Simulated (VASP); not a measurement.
Here is a VASP 6.6.1 calculation.

The input INCAR:

```
SYSTEM = SrTiO3
PREC = Accurate ; ENCUT = 520
EDIFF = 1E-6 ; ISMEAR = 0
SIGMA = 0.05 ; LREAL = .FALSE.
LASPH = .TRUE. ; NELM = 80
ALGO = Normal ; ISIF = 2
LWAVE = .FALSE. ; LCHARG = .TRUE.
GGA = PE ; LELF = .TRUE.
LVHAR = .TRUE. ; NBANDS = 28
```

The input KPOINTS:

```
regular mesh
0
G
  8 8 8
  0 0 0
```

The input POSCAR:

```
SrTiO3
1.0
    3.8444942777      0.0000000000      0.0000000000
    0.0000000000      3.8444942777      0.0000000000
    0.0000000000      0.0000000000      4.1202397589
Sr Ti O
1 1 3
Direct
    0.0034176272      0.0000000000      0.0000000000
    0.5161346144      0.5000000000      0.5000000000
   -0.0243877070      0.5000000000      0.5000000000
    0.4786990076      0.0000000000      0.5000000000
    0.4786990076      0.5000000000      0.0000000000
```

Potentials or basis: VASP PAW PBE potentials, release 64 (Sr_sv, Ti_sv, O).

The run is started by

```console
$ cat potpaw_PBE.64/Sr_sv/POTCAR potpaw_PBE.64/Ti_sv/POTCAR potpaw_PBE.64/O/POTCAR > POTCAR
$ mpirun -np 1 vasp_std > vasp.out
```

Question: Predict the pressure.

Answer: 4.2 GPa.

Question: What does it give for the band gap on the k mesh?

Answer: 1.90 eV, indirect (least direct gap 2.42 eV).

Question: Estimate the largest force.

Answer: 1.124 eV/Å.

Forces on the atoms (eV/Å):
```
Sr   0.052  0.000  0.000
Ti  -1.124  0.000  0.000
O    1.102  0.000  0.000
O   -0.154  0.000  0.000
O    0.124  0.000  0.000
```

Caveat: the cell differs from its parent crystal (mode 1 frozen in at -0.096 Å, strain +e along z and -e/2 along x and y +0.0467); forces of over 1 eV/Å act on the atoms, so gaps and moduli don't describe the material at rest. A k mesh can miss the band edges.
